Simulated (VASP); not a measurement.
# Y in VASP: single point with PBE

Aim: the single point of Y with PBE.

All numbers are computed with VASP 6.6.1; they aren't measurements. Logs are shortened: lines on timing, memory, paths and dates and some standing lists are left out, and cuts for length are marked.

**1. The cell of the first run**

The cell holds a slab with vacuum, 6 atoms: a = 3.658 Å, b = 5.673 Å, c = 23.392 Å, α = 90.00°, β = 90.00°, γ = 90.00°.

**2. Single point, PBE**

Contents of INCAR:

```
PREC = Accurate
ENCUT = 520
EDIFF = 1E-7
ISMEAR = -1
SIGMA = 0.05
LREAL = False
LASPH = True
NELM = 60
ALGO = Normal
ISIF = 2
LWAVE = False
LCHARG = False
LDIPOL = True
IDIPOL = 3
DIPOL = 0.5 0.5 0.500
GGA = PE
NBANDS = 42
```

Contents of KPOINTS:

```
regular mesh
0
Gamma
  10 7 1
```

Contents of POSCAR:

```
Y
1.0
    3.6580181829      0.0000000000      0.0000000000
    0.0000000000      5.6733912590      0.0000000000
    0.0000000000      0.0000000000     23.3919000000
Y
6
Direct
    0.7500000000      0.7500000000      0.3462357758
    0.2500000000      0.2500000000      0.3925698162
    0.2500000000      0.7500000000      0.4755114704
    0.7500000000      0.2500000000      0.5244885275
    0.7500000000      0.7500000000      0.6074301869
    0.2500000000      0.2500000000      0.6537642232
```

Potentials or basis: VASP PAW PBE potentials, release 64 (Y_sv).

Launch:

```bash
$ cat potpaw_PBE.64/Y_sv/POTCAR > POTCAR
$ mpirun -np 1 vasp_std > vasp.out
```

OUTCAR:

```text
PREC = Accurate
   ENCUT = 520
   EDIFF = 1E-7
   ISMEAR = -1
   LREAL = False
   LASPH = True
   NELM = 60
   ISIF = 2
   GGA = PE

 ion  position               nearest neighbor table
   1  0.750  0.750  0.346-   3 3.53   3 3.53   2 3.54   2 3.54   2 3.54   2 3.54
   2  0.250  0.250  0.393-   3 3.44   3 3.44   1 3.54   1 3.54   1 3.54   1 3.54   4 3.59   4 3.59

   3  0.250  0.750  0.476-   2 3.44   2 3.44   1 3.53   1 3.53   4 3.56   4 3.56   4 3.56   4 3.56
                             5 3.59   5 3.59
   4  0.750  0.250  0.524-   5 3.44   5 3.44   6 3.53   6 3.53   3 3.56   3 3.56   3 3.56   3 3.56
                             2 3.59   2 3.59
   5  0.750  0.750  0.607-   4 3.44   4 3.44   6 3.54   6 3.54   6 3.54   6 3.54   3 3.59   3 3.59

   6  0.250  0.250  0.654-   4 3.53   4 3.53   5 3.54   5 3.54   5 3.54   5 3.54

  LATTYP: Found a simple orthorhombic cell.
 ALAT       =     3.6580181829
 B/A-ratio  =     1.5509467081
 C/A-ratio  =     6.3946921066

  Lattice vectors:

 A1 = (   3.6580181829,   0.0000000000,   0.0000000000)
 A2 = (   0.0000000000,   5.6733912590,   0.0000000000)
 A3 = (   0.0000000000,   0.0000000000,  23.3919000000)

Analysis of symmetry for initial positions (statically):
=====================================================================
 Subroutine PRICEL returns:
 Original cell was already a primitive cell.

 Routine SETGRP: Setting up the symmetry group for a
 simple orthorhombic supercell.

 Subroutine GETGRP returns: Found  8 space group operations
 (whereof  2 operations were pure point group operations)
 out of a pool of  8 trial point group operations.

The static configuration has the point symmetry S_2 .
 The point group associated with its full space group is D_2h.

Analysis of symmetry for dynamics (positions and initial velocities):
=====================================================================
 Subroutine PRICEL returns:
 Original cell was already a primitive cell.

 Routine SETGRP: Setting up the symmetry group for a
 simple orthorhombic supercell.

 Subroutine GETGRP returns: Found  8 space group operations
 (whereof  2 operations were pure point group operations)
 out of a pool of  8 trial point group operations.

The dynamic configuration has the point symmetry S_2 .
 The point group associated with its full space group is D_2h.

 Subroutine INISYM returns: Found  8 space group operations
 (whereof  2 operations are pure point group operations),
 and found     1 'primitive' translations

----------------------------------------------------------------------------------------

                                     Primitive cell

  volume of cell :     485.4607

  direct lattice vectors                    reciprocal lattice vectors
     3.658018183  0.000000000  0.000000000     0.273372069  0.000000000  0.000000000
     0.000000000  5.673391259  0.000000000     0.000000000  0.176261420  0.000000000
     0.000000000  0.000000000 23.391900000     0.000000000  0.000000000  0.042749841

  length of vectors
     3.658018183  5.673391259 23.391900000     0.273372069  0.176261420  0.042749841

  position of ions in fractional coordinates (direct lattice)
     0.750000000  0.750000000  0.346235776
     0.250000000  0.250000000  0.392569816
     0.250000000  0.750000000  0.475511470
     0.750000000  0.250000000  0.524488527
     0.750000000  0.750000000  0.607430187
     0.250000000  0.250000000  0.653764223

  ion indices of the primitive-cell ions
   primitive index   ion index
                 1           1
                 2           2
                 3           3
                 4           4
                 5           5
                 6           6

----------------------------------------------------------------------------------------

 KPOINTS: regular mesh

Automatic generation of k-mesh.
 Grid dimensions read from file:
 generate k-points for:   10    7    1

 Generating k-lattice:

  Cartesian coordinates                     Fractional coordinates (reciprocal lattice)
     0.027337207  0.000000000  0.000000000     0.100000000  0.000000000  0.000000000
     0.000000000  0.025180203  0.000000000     0.000000000  0.142857143  0.000000000
     0.000000000  0.000000000  0.042749841     0.000000000  0.000000000  1.000000000

  Length of vectors
     0.027337207  0.025180203  0.042749841

  Shift w.r.t. Gamma in fractional coordinates (k-lattice)
     0.000000000  0.000000000  0.000000000

 Subroutine IBZKPT returns following result:
 ===========================================

 Found     24 irreducible k-points:

 Following reciprocal coordinates:
            Coordinates               Weight
  0.000000  0.000000  0.000000      1.000000
  0.100000  0.000000  0.000000      2.000000
  0.200000  0.000000  0.000000      2.000000
  0.300000  0.000000  0.000000      2.000000
  0.400000  0.000000  0.000000      2.000000
  0.500000  0.000000  0.000000      1.000000
[... 16 lines left out ...]
  0.400000  0.428571  0.000000      4.000000
  0.500000  0.428571  0.000000      2.000000
   k-points           NKPTS =     24   k-points in BZ     NKDIM =     24   number of bands    NBANDS=     42
   number of dos      NEDOS =    301   number of ions     NIONS =      6
   total plane-waves  NPLWV = 211680
   dimension x,y,z NGX =    28 NGY =   42 NGZ =  180
   dimension x,y,z NGXF=    56 NGYF=   84 NGZF=  360
   ions per type =               6
   NGX,Y,Z   is equivalent  to a cutoff of  12.73, 12.31, 12.79 a.u.
   NGXF,Y,Z  is equivalent  to a cutoff of  25.45, 24.61, 25.59 a.u.
 SYSTEM =  unknown system
   PREC   = accura    normal or accurate (medium, high low for compatibility)
   ISTART =      0    job   : 0-new  1-cont  2-samecut
   ICHARG =      2    charge: 1-file 2-atom 10-const
   ISPIN  =      1    spin polarized calculation?
   LNONCOLLINEAR =      F non collinear calculations
   LSORBIT =      F    spin-orbit coupling
   LASPH  =      T    aspherical Exc in radial PAW
   ENCUT  =  520.0 eV  38.22 Ry    6.18 a.u.   6.80 10.55 43.49*2*pi/ulx,y,z
   NELM   =     60;   NELMIN=  2; NELMDL= -5     # of ELM steps
   EDIFF  = 0.1E-06   stopping-criterion for ELM
   LREAL  =      F    real-space projection
   EDIFFG = 0.1E-05   stopping-criterion for IOM
   NSW    =      0    number of steps for IOM
   IBRION =     -1    ionic relax: 0-MD 1-quasi-New 2-CG
   NFREE  =      0    steps in history (QN), initial steepest desc. (CG)
   ISIF   =      2    stress and relaxation
   ISYM   =      2    0-nonsym 1-usesym 2-fastsym
   POTIM  = 0.5000    time-step for ionic-motion
   TEBEG  =    0.0;   TEEND  =   0.0 temperature during run
   PSTRESS=    0.0 pullay stress
   NELECT =      66.0000    total number of electrons
   NUPDOWN=      -1.0000    fix difference up-down
   EMIN   =  10.00;   EMAX   =-10.00  energy-range for DOS
   EFERMI =   0.00;   METHOD = LEGACY
   ISMEAR =    -1;   SIGMA  =   0.05  broadening in eV -4-tet -1-fermi 0-gaus
   EFERMI_NEDOS =   21; number of points for ismear=-14 and -15
   IALGO  =     38    algorithm
   IMIX   =      4    mixing-type and parameters
     AMIX     =   0.40;   BMIX     =  1.00
     AMIX_MAG =   1.60;   BMIX_MAG =  1.00
  volume/ion in A,a.u.               =      80.91       546.01
  Fermi-wavevector in a.u.,A,eV,Ry     =   0.841792  1.590756  9.641275  0.708614
  Thomas-Fermi vector in A             =   1.956394
   LORBIT       =      0    0 simple, 1 ext, 2 COOP (PROOUT), +10 PAW based schemes
   GGA     = PE    functional components
   LHFCALC =     F    Hartree Fock is set to
   AEXX    =    0.0000 exact exchange contribution
   IVDW    =     0    specifies the selected vdW correction
   LEPSILON=     F    determine dielectric tensor
   LRPA    =     F    only Hartree local field effects (RPA)
 non-spin polarized calculation
  energy-cutoff  :      520.00
  volume of cell :      485.46
 maximum number of plane-waves:     13138
 NGX is ok and might be reduce to    28
   NGX = 13   NGY = 21   NGZ = 87

 number of electron      65.9999999 magnetization

 dipolmoment           0.000000      0.000000      0.000000 electrons x Angstroem

 Free energy of the ion-electron system (eV)
  ---------------------------------------------------
  ext. energy  EPLUGINS =         0.00000000
  ---------------------------------------------------
  free energy    TOTEN  =       -36.10407668 eV

  energy without entropy =      -35.99961431  energy(sigma->0) =      -36.05184550

 E-fermi :  -0.6428     XC(G=0):  -4.6195

 val. band max:       -0.6483441575   @ k =   0.4000   0.0000   0.0000
 cond. band min:      -0.6370848612   @ k =   0.4000   0.1429   0.0000
 fundamental gap:      0.0112592962
 Fermi energy:        -0.6428364932

 k-point     1 :       0.0000    0.0000    0.0000
  band No.  band energies     occupation
      1     -43.8932      2.00000
      2     -43.8931      2.00000
      3     -43.4290      2.00000
      4     -43.4267      2.00000
      5     -43.1263      2.00000
      6     -43.0825      2.00000
[... 34 lines left out ...]
     41       1.0783      0.00000
     42       1.1119      0.00000

 k-point     2 :       0.1000    0.0000    0.0000
  band No.  band energies     occupation
      1     -43.8915      2.00000
      2     -43.8914      2.00000
      3     -43.4275      2.00000
      4     -43.4252      2.00000
      5     -43.1237      2.00000
      6     -43.0820      2.00000
[... 34 lines left out ...]
     41       0.9514      0.00000
     42       1.0554      0.00000

 k-point     3 :       0.2000    0.0000    0.0000
  band No.  band energies     occupation
      1     -43.8871      2.00000
      2     -43.8870      2.00000
      3     -43.4234      2.00000
      4     -43.4215      2.00000
      5     -43.1166      2.00000
      6     -43.0811      2.00000
[... 897 lines left out ...]
      4     -43.4129      2.00000
      5     -43.0924      2.00000
      6     -43.0893      2.00000
[... 34 lines left out ...]
     41       0.5180      0.00000
     42       0.5765      0.00000

 k-point    24 :       0.5000    0.4286    0.0000
  band No.  band energies     occupation
      1     -43.8754      2.00000
      2     -43.8754      2.00000
      3     -43.4114      2.00000
      4     -43.4114      2.00000
      5     -43.0893      2.00000
      6     -43.0893      2.00000
[... 34 lines left out ...]
     41       0.6221      0.00000
     42       0.6221      0.00000

------------------------ aborting loop because EDIFF is reached ----------------------------------------

 vacuum level on the upper side and lower side of the slab       (xc-potential included)        -0.119        -0.119

  FORCE on cell =-STRESS in cart. coord.  units (eV):
  Direction    XX          YY          ZZ          XY          YZ          ZX
  --------------------------------------------------------------------------------------
  -------------------------------------------------------------------------------------
  Total       -1.2004530     -1.7779562     -0.1289396     -0.0000000      0.0000000      0.0000000
  in kB       -3.9618829     -5.8678302     -0.4255423     -0.0000000      0.0000000      0.0000000
  external PRESSURE =      -3.4184185 kB  Pullay stress =       0.0000000 kB

 VOLUME and BASIS-vectors are now :
 -----------------------------------------------------------------------------
  energy-cutoff  :      520.00
  volume of cell :      485.46
      direct lattice vectors                 reciprocal lattice vectors
     3.658018183  0.000000000  0.000000000     0.273372069  0.000000000  0.000000000
     0.000000000  5.673391259  0.000000000     0.000000000  0.176261420  0.000000000
     0.000000000  0.000000000 23.391900000     0.000000000  0.000000000  0.042749841

 POSITION                                       TOTAL-FORCE (eV/Angst)
 -----------------------------------------------------------------------------------
      2.74351      4.25504      8.09911         0.000000     -0.000000      0.009441
      0.91450      1.41835      9.18295         0.000000      0.000000      0.009356
      0.91450      4.25504     11.12312         0.000000      0.000000      0.002975
      2.74351      1.41835     12.26878         0.000000      0.000000     -0.002975
      2.74351      4.25504     14.20895         0.000000      0.000000     -0.009356
      0.91450      1.41835     15.29279         0.000000     -0.000000     -0.009441
 -----------------------------------------------------------------------------------
    total drift:                                0.000000      0.000000     -0.000003

  FREE ENERGIE OF THE ION-ELECTRON SYSTEM (eV)
  ---------------------------------------------------
  free  energy   TOTEN  =       -36.1040766837 eV

  energy  without entropy=      -35.9996143134  energy(sigma->0) =      -36.05184550

 vacuum level on the upper side and lower side of the slab         2.549         2.549
```

Wall time 18 min (1 thread of Intel Xeon Platinum 8259CL at 2.50GHz (Skylake/Cascade Lake), shared host); peak memory 0.7 GiB.

Results:

| Item | Value |
| --- | --- |
| Free energy | -36.1041 eV |
| Largest force | 0.009 eV/Å |
| Band gap on the k mesh | zero (bands 33 and 34 overlap by 0.53 eV) |

Forces on the atoms (eV/Å):
```
Y    0.000  0.000  0.009
Y    0.000  0.000  0.009
Y    0.000  0.000  0.003
Y    0.000  0.000 -0.003
Y    0.000  0.000 -0.009
Y    0.000  0.000 -0.009
```
